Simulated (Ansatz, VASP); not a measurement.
# One calculation of Si, two programs

```xyz
2
Lattice="0.0000 2.7348 2.7348 2.7348 0.0000 2.7348 2.7348 2.7348 0.0000" Properties=species:S:1:pos:R:3 pbc="T T T"
Si    0.0000    0.0000    0.0000
Si    1.3674    1.3674    1.3674
```

Alike in both runs: task single point; functional LDA; k mesh 8 × 8 × 8; occupations gaussian, width 0.02 eV; no spin polarisation.

|  | VASP | Ansatz |
| --- | --- | --- |
| version | VASP 6.6.1 | Ansatz 0.2.0 |
| potentials or method | VASP PAW LDA potentials, release 64 (Si), cutoff 500 eV | scalar-relativistic, plane waves, PAW |
| valence electrons in the cell | 8 | 8 |

|  | VASP | Ansatz | Ansatz less VASP |
| --- | --- | --- | --- |
| gap on the k mesh at the Fermi level (eV) | 0.55 | 0.55 | +0.001 |
| least direct gap on the mesh (eV) | 2.51 | 2.52 | +0.002 |
| pressure (GPa) | -3.3 | -3.3 | -0.03 |

LDA's correlation is that of Perdew and Zunger in VASP and of Perdew and Wang (1992) in Ansatz.
